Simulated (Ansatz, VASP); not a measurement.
## SnO: VASP beside Ansatz

```
Sn O
1.0
     3.35500    0.00000    0.00000
     0.00000    5.78759    0.00000
     0.00000    0.00000    4.22197
Sn O
2 2
Direct
  0.00000 0.23191 0.51314
  0.50000 0.76809 0.01314
  0.00000 0.89125 0.73686
  0.50000 0.10875 0.23686
```

Change from the starting cell: strain +0.0200 x Voigt [0, 1, 0, 0, 0, 0], atoms carried along.

Alike in both runs: task single point; functional PBEsol; k mesh 8 × 6 × 6; occupations gaussian, width 0.05 eV; no spin polarisation.

```csv
,VASP,Ansatz
version,VASP 6.6.1,Ansatz 0.2.0
potentials or method,"VASP PAW PBE potentials, release 64 (Sn_d, O), cutoff 520 eV","scalar-relativistic, plane waves, PAW"
valence electrons in the cell,40,40
```

VASP gave:

| Quantity | Value |
| --- | --- |
| gap on the k mesh at the Fermi level (eV) | 1.41 |
| least direct gap on the mesh (eV) | 2.06 |
| pressure (GPa) | -4.3 |
| traceless stress, the component that is largest in VASP (GPa) | 0.69 |
| rms of the force components (eV/Å) | 0.299 |

**Question.** What did Ansatz give for the same quantities?

**Answer.** gap on the k mesh at the Fermi level (eV): 1.42; least direct gap on the mesh (eV): 2.07; pressure (GPa): -4.4; traceless stress, the component that is largest in VASP (GPa): 0.75; rms of the force components (eV/Å): 0.328.

VASP's potentials were made for PBE, not for PBEsol. Atom by atom the forces differ by 0.032 eV/Å (rms over components).
